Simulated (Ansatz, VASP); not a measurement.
## Y in VASP and in Ansatz

INCAR

```
PREC     = Accurate       # precision mode
ENCUT    = 520            # plane-wave cutoff, eV
EDIFF    = 1E-7           # SCF threshold, eV
ISMEAR   = 0              # smearing method
SIGMA    = 0.02           # smearing width, eV
LREAL    = F              # projectors in reciprocal space
LASPH    = T              # aspherical terms in the spheres
NELM     = 80             # most SCF steps
ALGO     = Normal         # electronic algorithm
ISIF     = 2              # what is computed and relaxed
LWAVE    = F              # write WAVECAR
LCHARG   = T              # write CHGCAR
GGA      = RP             # functional
LELF     = T              # ELF
LVHAR    = T            
NBANDS   = 12             # bands
```

KPOINTS

```
Automatic mesh
0
Gamma
  9 9 9
```

Contents of POSCAR:

```
Y
1.0
    0.0000000000      2.5519910612      2.5519910612
    2.5519910612      0.0000000000      2.5519910612
    2.5519910612      2.5519910612      0.0000000000
Y
1
Direct
    0.0000000000      0.0000000000      0.0000000000
```

The input input.yaml:

```yaml
crystal:
  lattice:
    - [0.0, 2.5519910612, 2.5519910612]
    - [2.5519910612, 0.0, 2.5519910612]
    - [2.5519910612, 2.5519910612, 0.0]
  atoms:
    - { symbol: "Y", position: [0.0, 0.0, 0.0] }
kpoints:
  mp_grid: { grid: [9, 9, 9] }
scf:
  occupations: { method: gaussian, width: 0.02 }
hamiltonian:
  xc: rpbe
  pseudopotentials: { kind: all_electron, lapw: { basis_error: 0.001 } }
output:
  forces: true
  stress: true
  eigenvalues: true
```

Alike in both runs: task single point; functional RPBE; k mesh 9 × 9 × 9; occupations gaussian, width 0.02 eV; no spin polarisation.

|  | VASP | Ansatz |
| --- | --- | --- |
| version | VASP 6.6.1 | Ansatz 0.2.0 |
| potentials or method | VASP PAW PBE potentials, release 64 (Y_sv), cutoff 520 eV | all-electron LAPW, scalar-relativistic |

|  | VASP | Ansatz | Ansatz less VASP |
| --- | --- | --- | --- |
| gap on the k mesh at the Fermi level (eV) | none | none | - |
| pressure (GPa) | 0.6 | 0.7 | +0.10 |

VASP's potentials were made for PBE, not for RPBE. A gap of «none» marks a metal or a gap that the smearing closes. Ansatz ran all-electron here, and VASP with PAW potentials.
